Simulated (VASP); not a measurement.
# CuO (P1) in VASP: a series of runs, part 2 of 3

VASP 6.6.1.

## (3) Single point, PBE (volume scaled by 0.96)

INCAR reads:

```
SYSTEM = CuO
  ALGO = Normal
  EDIFF = 1E-7
  ENCUT = 520
  GGA = PE
  ISIF = 2
  ISMEAR = -1
  LASPH = .TRUE.
  LCHARG = .FALSE.
  LREAL = .FALSE.
  LWAVE = .FALSE.
  NBANDS = 16
  NELM = 80
  PREC = Accurate
  SIGMA = 0.05
```

KPOINTS reads:

```
k-points
0
G
  11 11 11
  0 0 0
```

POSCAR reads:

```
CuO
1.0
    0.0000000000      2.0879543312      2.0879543312
    2.0879543312      0.0000000000      2.0879543312
    2.0879543312      2.0879543312      0.0000000000
Cu O
1 1
Direct
    0.0294977200      0.0281008700      0.9080259900
    0.4705022800      0.4718991300      0.5919740100
```

Potentials or basis: VASP PAW PBE potentials, release 64 (Cu, O).

Command:

```sh
> cat potpaw_PBE.64/Cu/POTCAR potpaw_PBE.64/O/POTCAR > POTCAR
> mpirun -np 1 vasp_std > vasp.out
```

OUTCAR:

```text
SYSTEM = CuO
   EDIFF = 1E-7
   ENCUT = 520
   GGA = PE
   ISIF = 2
   ISMEAR = -1
   LASPH = .TRUE.
   LREAL = .FALSE.
   NELM = 80
   PREC = Accurate

 ion  position               nearest neighbor table
   1  0.029  0.028  0.908-   2 1.86   2 1.86   2 1.88   2 2.36   2 2.38
   2  0.471  0.472  0.592-   1 1.86   1 1.86   1 1.88   1 2.36   1 2.38

  LATTYP: Found a face centered cubic cell.
 ALAT       =     4.1759086624

  Lattice vectors:

 A1 = (   0.0000000000,   2.0879543312,   2.0879543312)
 A2 = (   2.0879543312,   0.0000000000,   2.0879543312)
 A3 = (   2.0879543312,   2.0879543312,   0.0000000000)

Analysis of symmetry for initial positions (statically):
=====================================================================
 Subroutine PRICEL returns:
 Original cell was already a primitive cell.

 Routine SETGRP: Setting up the symmetry group for a
 face centered cubic supercell.

 Subroutine GETGRP returns: Found  1 space group operations
 (whereof  1 operations were pure point group operations)
 out of a pool of 48 trial point group operations.

The static configuration has the point symmetry C_1 .

Analysis of symmetry for dynamics (positions and initial velocities):
=====================================================================
 Subroutine PRICEL returns:
 Original cell was already a primitive cell.

 Routine SETGRP: Setting up the symmetry group for a
 face centered cubic supercell.

 Subroutine GETGRP returns: Found  1 space group operations
 (whereof  1 operations were pure point group operations)
 out of a pool of 48 trial point group operations.

The dynamic configuration has the point symmetry C_1 .

 Subroutine INISYM returns: Found  1 space group operations
 (whereof  1 operations are pure point group operations),
 and found     1 'primitive' translations

----------------------------------------------------------------------------------------
[... 100 lines left out ...]
   ISYM   =      2    0-nonsym 1-usesym 2-fastsym
   POTIM  = 0.5000    time-step for ionic-motion
   TEBEG  =    0.0;   TEEND  =   0.0 temperature during run
   PSTRESS=    0.0 pullay stress
   NELECT =      17.0000    total number of electrons
   NUPDOWN=      -1.0000    fix difference up-down
   EMIN   =  10.00;   EMAX   =-10.00  energy-range for DOS
   EFERMI =   0.00;   METHOD = LEGACY
   ISMEAR =    -1;   SIGMA  =   0.05  broadening in eV -4-tet -1-fermi 0-gaus
   EFERMI_NEDOS =   21; number of points for ismear=-14 and -15
   IALGO  =     38    algorithm
   IMIX   =      4    mixing-type and parameters
     AMIX     =   0.40;   BMIX     =  1.00
     AMIX_MAG =   1.60;   BMIX_MAG =  1.00
  volume/ion in A,a.u.               =       9.10        61.43
  Fermi-wavevector in a.u.,A,eV,Ry     =   1.600148  3.023841 34.837357  2.560474
  Thomas-Fermi vector in A             =   2.697329
   LORBIT       =      0    0 simple, 1 ext, 2 COOP (PROOUT), +10 PAW based schemes
   GGA     = PE    functional components
[... 5 lines left out ...]
 non-spin polarized calculation
  energy-cutoff  :      520.00
  volume of cell :       18.21
 maximum number of plane-waves:       531
 NGX is ok and might be reduce to    24
   NGX = 11   NGY = 11   NGZ = 11

 number of electron      17.0000004 magnetization

 Free energy of the ion-electron system (eV)
  ---------------------------------------------------
  ext. energy  EPLUGINS =         0.00000000
  ---------------------------------------------------
  free energy    TOTEN  =        -8.99846095 eV

  energy without entropy =       -8.97905639  energy(sigma->0) =       -8.98875867

 E-fermi :   6.7652     XC(G=0): -12.6029

 val. band max:        6.7615642691   @ k =   0.2727   0.0909   0.1818
 cond. band min:       6.7652931702   @ k =  -0.1818   0.0909  -0.0909
 fundamental gap:      0.0037289011
 Fermi energy:         6.7651647527

 k-point     1 :       0.0000    0.0000    0.0000
  band No.  band energies     occupation
      1     -13.3357      2.00000
      2       1.9475      2.00000
      3       2.0034      2.00000
      4       2.6609      2.00000
      5       4.1156      2.00000
      6       4.1522      2.00000
[... 433 lines left out ...]
      3       1.9545      2.00000
      4       2.6817      2.00000
      5       4.0786      2.00000
      6       4.1909      2.00000
[... 8 lines left out ...]
     15      28.6991      0.00000
     16      30.5330      0.00000

 [... further k-points ...]
[... 5 lines left out ...]
  --------------------------------------------------------------------------------------
  -------------------------------------------------------------------------------------
  Total        3.5883167      3.4685324      3.0860580     -0.7042030      0.5672125      0.5961951
  in kB      315.7972636    305.2554043    271.5949431    -61.9748498     49.9187127     52.4693848
  external PRESSURE =     297.5492037 kB  Pullay stress =       0.0000000 kB

 VOLUME and BASIS-vectors are now :
 -----------------------------------------------------------------------------
  energy-cutoff  :      520.00
  volume of cell :       18.21
      direct lattice vectors                 reciprocal lattice vectors
     0.000000000  2.087954331  2.087954331    -0.239468839  0.239468839  0.239468839
     2.087954331  0.000000000  2.087954331     0.239468839 -0.239468839  0.239468839
     2.087954331  2.087954331  0.000000000     0.239468839  0.239468839 -0.239468839

 POSITION                                       TOTAL-FORCE (eV/Angst)
 -----------------------------------------------------------------------------------
      1.95459      1.95751      0.12026         0.885817      0.816378     -0.604962
      2.22132      2.21840      1.96769        -0.885817     -0.816378      0.604962
 -----------------------------------------------------------------------------------
    total drift:                                0.000134      0.000025      0.000508

  FREE ENERGIE OF THE ION-ELECTRON SYSTEM (eV)
  ---------------------------------------------------
  free  energy   TOTEN  =        -8.9984609536 eV

  energy  without entropy=       -8.9790563870  energy(sigma->0) =       -8.98875867
```

OSZICAR:

```text
N       E                     dE             d eps       ncg     rms          rms(c)
DAV:   1     0.858558308529E+02    0.85856E+02   -0.76695E+03 23192   0.167E+03
DAV:   2    -0.751090996911E+01   -0.93367E+02   -0.83634E+02 22568   0.287E+02
DAV:   3    -0.119544356486E+02   -0.44435E+01   -0.42423E+01 27048   0.633E+01
DAV:   4    -0.119967862004E+02   -0.42351E-01   -0.42337E-01 24208   0.599E+00
DAV:   5    -0.119973808478E+02   -0.59465E-03   -0.59464E-03 28944   0.744E-01    0.116E+01
DAV:   6    -0.103703903864E+02    0.16270E+01   -0.11596E+01 26840   0.114E+02    0.849E+00
DAV:   7    -0.903930280029E+01    0.13311E+01   -0.38948E+00 26720   0.855E+01    0.180E+00
DAV:   8    -0.902305956807E+01    0.16243E-01   -0.25471E-01 31264   0.611E+00    0.111E+00
DAV:   9    -0.899957587499E+01    0.23484E-01   -0.23413E-02 35888   0.551E+00    0.317E-01
DAV:  10    -0.899844962919E+01    0.11262E-02   -0.45970E-03 33032   0.171E+00    0.122E-01
DAV:  11    -0.899844313076E+01    0.64984E-05   -0.72138E-04 32768   0.538E-01    0.375E-02
DAV:  12    -0.899845924764E+01   -0.16117E-04   -0.45782E-05 34224   0.204E-01    0.208E-02
DAV:  13    -0.899846125289E+01   -0.20053E-05   -0.16770E-05 30584   0.559E-02    0.340E-03
DAV:  14    -0.899846109493E+01    0.15796E-06   -0.44342E-07 26744   0.894E-03    0.187E-03
DAV:  15    -0.899846094225E+01    0.15268E-06   -0.15362E-07 16288   0.616E-03    0.271E-04
DAV:  16    -0.899846095362E+01   -0.11372E-07   -0.25581E-08 11712   0.249E-03
   1 F= -.89984610E+01 E0= -.89887587E+01  d E =-.194046E-01
```

stdout:

```text
POSCAR found type information on POSCAR CuO
 POSCAR found :  2 types and       2 ions
 scaLAPACK will be used
 LDA part: xc-table for (Slater+PW92), standard interpolation
 POSCAR, INCAR and KPOINTS ok, starting setup
 FFT: planning ... GRIDC
 FFT: planning ... GRID_SOFT
 FFT: planning ... GRID
 WAVECAR not read
 entering main loop
```

It took 2.6 min on 1 thread of Intel Xeon 6975P-C, shared host; peak memory 0.31 GiB.

What came out:

```yaml
Free_energy: -8.9985 eV
Pressure: 29.8 GPa
Largest_force: 1.348 eV/Å
```

Forces in eV/Å, atoms in the order of the input:
```
Cu   0.886  0.816 -0.605
O   -0.886 -0.816  0.605
```

Levels at points of the mesh, in eV from the Fermi level:
```tsv
k point	band 7	band 8	band 9	band 10	band 11	band 12
(0.00, 0.00, 0.00)	-0.57	-0.25	-0.22	1.66	17.10	18.43
```

Caveat: an odd number of electrons without spin polarisation forces a metal; a magnetic or distorted state may lie lower; semilocal functionals often make such compounds metallic where correlation or magnetic order opens a gap, which also shifts bond lengths.

(Part 2 of 3 ends here.)
